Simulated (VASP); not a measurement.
# Pt (I4/mmm) in VASP: a series of runs, part 2 of 3

VASP 6.6.1. The steps go on from the part before.

## Step 3: Single point, r2SCAN (strain +0.0500 x Voigt [1, 1, 0, 0, 0, 0])

POSCAR reads:

```
Pt
1.0
    0.0000000000      2.0557950000      1.9579000000
    2.0557950000      0.0000000000      1.9579000000
    2.0557950000      2.0557950000      0.0000000000
Pt
1
Direct
    0.0000000000      0.0000000000      0.0000000000
```

INCAR.step1 reads:

```
ALGO = Normal ; EDIFF = 1E-4
ENCUT = 520 ; GGA = PE
ISMEAR = 0 ; LASPH = True
LCHARG = False ; LREAL = False
LWAVE = True ; NBANDS = 11
NELM = 80 ; PREC = Accurate
SIGMA = 0.15
```

INCAR.step2 reads:

```
ALGO = Normal ; EDIFF = 1E-6
ENCUT = 520 ; ISIF = 2
ISMEAR = 0 ; ISTART = 1
LASPH = True ; LCHARG = False
LMIXTAU = True ; LREAL = False
LWAVE = False ; METAGGA = R2SCAN
NBANDS = 11 ; NELM = 80
PREC = Accurate ; SIGMA = 0.15
```

KPOINTS reads:

```
k-points
0
Gamma
  20 20 20
```

Potentials or basis: VASP PAW PBE potentials, release 64 (Pt).

On the command line:

```
cat potpaw_PBE.64/Pt/POTCAR > POTCAR
cp INCAR.step1 INCAR
mpirun -np 1 vasp_std > vasp.out
cp INCAR.step2 INCAR
mpirun -np 1 vasp_std > vasp.out
```

OUTCAR:

```text
EDIFF = 1E-6
   ENCUT = 520
   ISIF = 2
   ISMEAR = 0
   ISTART = 1
   LASPH = True
   LREAL = False
   METAGGA = R2SCAN
   NELM = 80
   PREC = Accurate

 ion  position               nearest neighbor table
   1  0.000  0.000  0.000-

  LATTYP: Found a body centered tetragonal cell.
 ALAT       =     2.9073331705
 C/A-ratio  =     1.3468700594

  Lattice vectors:

 A1 = (   0.0000000000,  -2.0557950000,  -1.9579000000)
 A2 = (   0.0000000000,   2.0557950000,  -1.9579000000)
 A3 = (   2.0557950000,   0.0000000000,   1.9579000000)

Analysis of symmetry for initial positions (statically):
=====================================================================
 Subroutine PRICEL returns:
 Original cell was already a primitive cell.

 Routine SETGRP: Setting up the symmetry group for a
 body centered tetragonal supercell.

 Subroutine GETGRP returns: Found 16 space group operations
 (whereof 16 operations were pure point group operations)
 out of a pool of 16 trial point group operations.

The static configuration has the point symmetry D_4h.

Analysis of symmetry for dynamics (positions and initial velocities):
=====================================================================
 Subroutine PRICEL returns:
 Original cell was already a primitive cell.

 Routine SETGRP: Setting up the symmetry group for a
 body centered tetragonal supercell.

 Subroutine GETGRP returns: Found 16 space group operations
 (whereof 16 operations were pure point group operations)
 out of a pool of 16 trial point group operations.

The dynamic configuration has the point symmetry D_4h.

 Subroutine INISYM returns: Found 16 space group operations
 (whereof 16 operations are pure point group operations),
 and found     1 'primitive' translations

----------------------------------------------------------------------------------------

                                     Primitive cell

[... 108 lines left out ...]
     AMIX_MAG =   1.60;   BMIX_MAG =  1.00
  volume/ion in A,a.u.               =      16.55       111.68
  Fermi-wavevector in a.u.,A,eV,Ry     =   1.384038  2.615453 26.062806  1.915562
  Thomas-Fermi vector in A             =   2.508580
   LORBIT       =      0    0 simple, 1 ext, 2 COOP (PROOUT), +10 PAW based schemes
   METAGGA = R2SCAN    functional components
   LHFCALC =     F    Hartree Fock is set to
   AEXX    =    0.0000 exact exchange contribution
   IVDW    =     0    specifies the selected vdW correction
   LEPSILON=     F    determine dielectric tensor
   LRPA    =     F    only Hartree local field effects (RPA)
 non-spin polarized calculation
 Gauss-broadening in eV      SIGMA  =   0.15
  energy-cutoff  :      520.00
  volume of cell :       16.55
 maximum number of plane-waves:       471
 NGX is ok and might be reduce to    24
   NGX = 11   NGY = 11   NGZ = 11

 number of electron       9.9999999 magnetization

 Free energy of the ion-electron system (eV)
  ---------------------------------------------------
  ext. energy  EPLUGINS =         0.00000000
  ---------------------------------------------------
  free energy    TOTEN  =       -51.43902292 eV

  energy without entropy =      -51.41791689  energy(sigma->0) =      -51.42846990

 E-fermi :   9.3088     XC(G=0): -13.9787

 val. band max:        9.3086656156   @ k =  -0.3000   0.2000   0.4000
 cond. band min:       9.3102484029   @ k =  -0.2500   0.2500   0.2000
 fundamental gap:      0.0015827872
 Fermi energy:         9.3087831087

 k-point     1 :       0.0000    0.0000    0.0000
  band No.  band energies     occupation
      1      -0.1291      2.00000
      2       5.8028      2.00000
      3       5.8028      2.00000
      4       6.2988      2.00000
      5       7.5164      2.00000
      6       8.0618      2.00000
      7      25.0540      0.00000
      8      29.2883      0.00000
      9      29.2883      0.00000
     10      30.3570      0.00000
     11      35.2008      0.00000
[... 309 lines left out ...]
 k-point    24 :      -0.3500    0.0500    0.0000
  band No.  band energies     occupation
      1       2.7056      2.00000
      2       5.8498      2.00000
      3       6.2331      2.00000
      4       6.9303      2.00000
      5       8.6611      2.00000
      6       9.1063      1.94373
      7      18.3411      0.00000
      8      25.3993      0.00000
      9      29.3383      0.00000
     10      30.0858      0.00000
     11      35.0747      0.00000

 [... further k-points ...]
[... 5 lines left out ...]
  --------------------------------------------------------------------------------------
  -------------------------------------------------------------------------------------
  Total       -1.7882834     -1.7882834     -1.5685247      0.0000000      0.0000000     -0.0000000
  in kB     -173.1278013   -173.1278013   -151.8524611      0.0000000      0.0000000     -0.0000000
  external PRESSURE =    -166.0360213 kB  Pullay stress =       0.0000000 kB

 VOLUME and BASIS-vectors are now :
 -----------------------------------------------------------------------------
  energy-cutoff  :      520.00
  volume of cell :       16.55
      direct lattice vectors                 reciprocal lattice vectors
     0.000000000  2.055795000  1.957900000    -0.243214912  0.243214912  0.255375658
     2.055795000  0.000000000  1.957900000     0.243214912 -0.243214912  0.255375658
     2.055795000  2.055795000  0.000000000     0.243214912  0.243214912 -0.255375658

 POSITION                                       TOTAL-FORCE (eV/Angst)
 -----------------------------------------------------------------------------------
      0.00000      0.00000      0.00000         0.000000      0.000000      0.000000
 -----------------------------------------------------------------------------------
    total drift:                               -0.000000     -0.000000     -0.000000

  FREE ENERGIE OF THE ION-ELECTRON SYSTEM (eV)
  ---------------------------------------------------
  free  energy   TOTEN  =       -51.4390229172 eV

  energy  without entropy=      -51.4179168878  energy(sigma->0) =      -51.42846990
```

OUTCAR.step1:

```text
EDIFF = 1E-4
   ENCUT = 520
   GGA = PE
   ISMEAR = 0
   LASPH = True
   LREAL = False
[... 554 lines left out ...]

 POSITION                                       TOTAL-FORCE (eV/Angst)
 -----------------------------------------------------------------------------------
      0.00000      0.00000      0.00000         0.000000     -0.000000      0.000000
 -----------------------------------------------------------------------------------
    total drift:                               -0.000000      0.000000     -0.000000

  FREE ENERGIE OF THE ION-ELECTRON SYSTEM (eV)
  ---------------------------------------------------
  free  energy   TOTEN  =        -6.0678950877 eV

  energy  without entropy=       -6.0453343207  energy(sigma->0) =       -6.05661470
```

OSZICAR.step1:

```text
N       E                     dE             d eps       ncg     rms          rms(c)
DAV:   1     0.395631654377E+02    0.39563E+02   -0.52781E+03 14382   0.835E+02
DAV:   2    -0.582721590649E+01   -0.45390E+02   -0.43375E+02 16001   0.173E+02
DAV:   3    -0.644694727514E+01   -0.61973E+00   -0.61538E+00 16477   0.194E+01
DAV:   4    -0.644946310427E+01   -0.25158E-02   -0.25156E-02 16123   0.146E+00
DAV:   5    -0.644948504923E+01   -0.21945E-04   -0.21945E-04 16526   0.127E-01    0.981E+00
DAV:   6    -0.609777733843E+01    0.35171E+00   -0.93850E-01 15095   0.743E+00    0.520E+00
DAV:   7    -0.607049614676E+01    0.27281E-01   -0.10599E-01 16229   0.243E+00    0.237E+00
DAV:   8    -0.606804253612E+01    0.24536E-02   -0.33500E-03 15268   0.477E-01    0.483E-01
DAV:   9    -0.606789323703E+01    0.14930E-03   -0.97421E-05 12936   0.847E-02    0.513E-02
DAV:  10    -0.606789508765E+01   -0.18506E-05   -0.39253E-06  7651   0.164E-02
   1 F= -.60678951E+01 E0= -.60566147E+01  d E =-.225608E-01
```

Run time: 3 min. Hardware: 1 thread of Intel Xeon 6975P-C, shared host; peak memory 0.25 GiB.

What came out:

```
Free energy            : -51.4390 eV
Pressure               : -16.6 GPa
Band gap on the k mesh : zero (band 5 reaches 9.93 eV, above the bottom of band 6 at 7.75 eV)
```

Caveat: the cell differs from its parent crystal (strain +0.0500 x Voigt [1, 1, 0, 0, 0, 0]); the PAW data sets were made with another functional, which shifts forces and pressure a little; spin-orbit coupling is left out, which moves the levels of the heavy elements.

(Continued in part 3 of 3.)
